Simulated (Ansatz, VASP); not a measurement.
## One calculation of BiTe, two programs

File INCAR:

```
  PREC = Accurate
  ENCUT = 520
  EDIFF = 1E-6
  ISMEAR = -1
  SIGMA = 0.08
  LREAL = False
  LASPH = True
  NELM = 100
  ALGO = Normal
  ISIF = 2
  LWAVE = False
  LCHARG = False
  NBANDS = 18
```

KPOINTS

```
regular mesh
0
Gamma
  10 10 10
```

Contents of POSCAR:

```
BiTe
1.0
    0.0000000000      3.2350000000      3.2026500000
    3.2350000000      0.0000000000      3.2026500000
    3.2350000000      3.2350000000      0.0000000000
Bi Te
1 1
Direct
    0.0000000000      0.0000000000      0.0000000000
    0.5000000000      0.5000000000      0.5000000000
```

Input for Ansatz:

```yaml
crystal:
  lattice:
    - [0.0, 3.235, 3.20265]
    - [3.235, 0.0, 3.20265]
    - [3.235, 3.235, 0.0]
  atoms:
    - { symbol: Bi, position: [0.0, 0.0, 0.0] }
    - { symbol: Te, position: [0.5, 0.5, 0.5] }
kpoints:
  mp_grid: { grid: [10, 10, 10] }
  band_path:
    path:
      - [0.0, 0.0, 0.0]
      - [0.0, 0.5, 0.5]
      - [0.25, 0.75, 0.5]
      - [0.0, 0.5, 0.0]
      - [0.0, 0.0, 0.0]
      - [0.5, 0.5, 0.0]
      - [0.3775380063, 0.6224619937, 0.0]
      - [-0.3775380063, 0.3775380063, 0.0]
      - [0.0, 0.0, 0.0]
    npoints: 5
scf:
  occupations: { method: fermi_dirac, width: 0.08 }
hamiltonian:
  xc: lda
  pseudopotentials: { kind: all_electron, lapw: { basis_error: 0.0005 } }
output:
  forces: true
  stress: true
  eigenvalues: true
```

Change from the starting cell: zz strain of -1 %.

Alike in both runs: task single point; functional LDA; k mesh 10 × 10 × 10; occupations fermi-dirac, width 0.08 eV; no spin polarisation.

|  | VASP | Ansatz |
| --- | --- | --- |
| version | VASP 6.6.1 | Ansatz 0.2.0 |
| potentials or method | VASP PAW LDA potentials, release 64 (Bi_d, Te), cutoff 520 eV | all-electron LAPW, scalar-relativistic |

```tsv
	VASP	Ansatz	Ansatz less VASP
pressure (GPa)	-2.3	-2.3	-0.03
traceless stress, the component that is largest in VASP (GPa)	0.48	0.48	-0.001
```

LDA's correlation is that of Perdew and Zunger in VASP and of Perdew and Wang (1992) in Ansatz. Ansatz ran all-electron here, and VASP with PAW potentials.

Spin-orbit coupling is off throughout.
